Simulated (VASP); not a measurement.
SnTe, 2 atoms in the cell. It takes space group R-3m (No. 166, trigonal). The conventional cell has a = 4.442 Å, b = 4.442 Å, c = 11.044 Å, α = 90.00°, β = 90.00°, γ = 120.00°. Within 4.2 Å of Sn (site symmetry -3m) lie 6 Te at 3.16 Å. Within 4.2 Å of Te (site symmetry -3m) lie 6 Sn at 3.16 Å.  This cell differs from its parent crystal: equal xy, yz and zx shear strains of +1 %.

* Program: VASP 6.6.1
* Task: single point
* Functional: PBEsol
* Potentials or basis: VASP PAW PBE potentials, release 64 (Sn_d, Te)
* Cutoff: 520 eV
* k mesh: 11 × 11 × 11
* Occupations: fermi-dirac, width 0.08 eV
* Spin: no spin polarisation
* Dipole correction: no
* Further INCAR settings: ALGO = Normal; EDIFF = 1e-06; NBANDS = 17

Potentials or basis: VASP PAW PBE potentials, release 64 (Sn_d, Te).

Launch:

```bash
$ cat potpaw_PBE.64/Sn_d/POTCAR potpaw_PBE.64/Te/POTCAR > POTCAR
$ mpirun -np 1 vasp_std > vasp.out
```

Hardware: 1 thread of AMD EPYC 9R14 (Zen 4), on a shared host.

Estimate the wall time of this run.

It took 110 s on 1 thread of AMD EPYC 9R14 (Zen 4) (shared host), peak memory 0.29 GiB. Counts: scf iterations 12, k points 146.
